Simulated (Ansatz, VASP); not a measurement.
One calculation of CdS, two programs

File INCAR:

```
SYSTEM = CdS
  PREC = Accurate
  ENCUT = 520
  EDIFF = 1E-8
  ISMEAR = -1
  SIGMA = 0.02
  LREAL = .FALSE.
  LASPH = .TRUE.
  NELM = 100
  ALGO = Normal
  ISIF = 2
  LWAVE = .FALSE.
  LCHARG = .FALSE.
  GGA = PS
  LEFG = .TRUE.
  NBANDS = 16
```

The input KPOINTS:

```
regular mesh
0
G
  7 7 7
  0 0 0
```

POSCAR

```
CdS
1.0
    0.0000000000      3.0006730886      3.0006730886
    3.0006730886      0.0000000000      3.0006730886
    3.0006730886      3.0006730886      0.0000000000
Cd S
1 1
Direct
    0.0000000000      0.0000000000      0.0000000000
    0.7500000000      0.7500000000      0.7500000000
```

Input for Ansatz:

```yaml
crystal:
  lattice:
    - [0.0, 3.0006730886, 3.0006730886]
    - [3.0006730886, 0.0, 3.0006730886]
    - [3.0006730886, 3.0006730886, 0.0]
  atoms:
    - { symbol: Cd, position: [0.0, 0.0, 0.0] }
    - { symbol: S, position: [0.75, 0.75, 0.75] }
kpoints:
  mp_grid: { grid: [7, 7, 7] }
scf:
  occupations: { method: fermi_dirac, width: 0.02 }
hamiltonian:
  xc: pbesol
  pseudopotentials: { kind: all_electron, datasets: crystal }
output:
  forces: true
  stress: true
  eigenvalues: true
  efg: { contact_densities: true }
```

Change from the starting cell: volume scaled by 1.06, crystal datasets.

Alike in both runs: task electric field gradients; functional PBEsol; k mesh 7 × 7 × 7; occupations fermi-dirac, width 0.02 eV; no spin polarisation.

|  | VASP | Ansatz |
| --- | --- | --- |
| version | VASP 6.6.1 | Ansatz 0.2.0 |
| potentials or method | VASP PAW PBE potentials, release 64 (Cd, S), cutoff 520 eV | all-electron PAW with datasets made for the crystal, scalar-relativistic |

```tsv
	VASP	Ansatz	Ansatz less VASP
gap on the k mesh at the Fermi level (eV)	0.83	0.83	-0.001
pressure (GPa)	-4.2	-4.5	-0.25
```

VASP's potentials were made for PBE, not for PBEsol. Ansatz ran all-electron here, and VASP with PAW potentials.
